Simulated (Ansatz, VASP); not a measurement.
## VSe in VASP and in Ansatz

```
V Se
1.0
     3.31951    0.00000    0.00000
     0.00000    3.31951    0.00000
     0.00000    0.00000    3.31951
V Se
1 1
Direct
  0.00000 0.00000 0.00000
  0.50000 0.50000 0.50000
```

Alike in both runs: task single point; functional LDA; k mesh 6 × 6 × 6; occupations gaussian, width 0.05 eV; collinear spin; Hubbard terms V d U = 5.0 eV.

|  | VASP | Ansatz |
| --- | --- | --- |
| version | VASP 6.6.1 | Ansatz 0.2.0 |
| potentials or method | VASP PAW LDA potentials, release 64 (V_sv, Se), cutoff 500 eV | scalar-relativistic, plane waves, PAW |
| valence electrons in the cell | 19 | 29 |

```csv
,VASP,Ansatz,Ansatz less VASP
gap on the k mesh at the Fermi level (eV),none,none,-
pressure (GPa),-6.0,0.3,+6.37
"traceless stress, the component that is largest in VASP (GPa)",0.00,-1.56,-1.560
net moment per atom (μB),1.49,1.49,-0.001
size of the moment on the site where the two differ most (μB),0.30,0.18,-0.121
```

LDA's correlation is that of Perdew and Zunger in VASP and of Perdew and Wang (1992) in Ansatz. Site moments also hang on the region over which each program counts them. The programs project onto different local orbitals, so the same U acts differently, and such runs can settle in different states. A gap of «none» marks a metal or a gap that the smearing closes. VASP's potentials hold 19 valence electrons a cell and Ansatz's 29, so a difference there can come from the potentials and not from the codes. Ansatz's warnings: filled band counts differ across k points, symmetry narrowed by occupation matrices.
